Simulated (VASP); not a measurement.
Input of a VASP 6.6.1 run:

The input INCAR:

```
PREC = Accurate
ENCUT = 520
EDIFF = 1E-6
ISMEAR = 0
SIGMA = 0.01
LREAL = F
LASPH = T
NELM = 60
ALGO = Normal
ISIF = 2
LWAVE = F
LCHARG = F
GGA = PS
NBANDS = 15
```

File KPOINTS:

```
regular mesh
0
Gamma
  4 4 4
```

POSCAR

```
KCl
1.0
    0.0000000000      3.5072828304      3.5072828304
    3.5072828304      0.0000000000      3.5072828304
    3.5072828304      3.5072828304      0.0000000000
K Cl
1 1
Direct
    0.0000000000      0.0000000000      0.0000000000
    0.2500000000      0.2500000000      0.2500000000
```

Potentials or basis: VASP PAW PBE potentials, release 64 (K_sv, Cl).

The run is started by

```bash
$ cat potpaw_PBE.64/K_sv/POTCAR potpaw_PBE.64/Cl/POTCAR > POTCAR
$ mpirun -np 1 vasp_std > vasp.out
```

Problem. What does it give for the band gap on the k mesh?

Solution. 4.80 eV (least direct gap 4.84 eV).

Problem. Estimate the pressure.

Solution. -0.3 GPa.

Caveat: the structure was generated, so it needn't be the stable form of KCl; the PAW data sets were made with another functional, which shifts forces and pressure a little. A k mesh can miss the band edges.
